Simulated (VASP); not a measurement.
A run of VASP 6.6.1 is set up as follows.

File INCAR:

```
PREC = Accurate
ENCUT = 520
EDIFF = 1E-7
ISMEAR = 0
SIGMA = 0.15
LREAL = F
LASPH = T
NELM = 80
ALGO = Fast
ISIF = 2
LWAVE = F
LCHARG = F
GGA = CA
NBANDS = 10
```

The input KPOINTS:

```
Automatic mesh
0
Gamma
  22 22 22
```

The input POSCAR:

```
Ir
1.0
    0.0000000000      2.0410936996      1.7490131912
    2.0410936996      0.0000000000      1.7490131912
    2.0410936996      2.0410936996      0.0000000000
Ir
1
Direct
    0.0000000000      0.0000000000      0.0000000000
```

Potentials or basis: VASP PAW LDA potentials, release 64 (Ir).

Launch:

```sh
$ cat potpaw_LDA.64/Ir/POTCAR > POTCAR
$ mpirun -np 1 vasp_std > vasp.out
```

(1) Predict the pressure.

(2) What does it give for the band gap on the k mesh?

Answers

(1) -11.9 GPa.

(2) zero (an odd number of electrons rules out a gap without spin polarisation).

Caveat: the stress differs along the axes, from -26 to 16 GPa; spin-orbit coupling is left out, which moves the levels of the heavy elements.
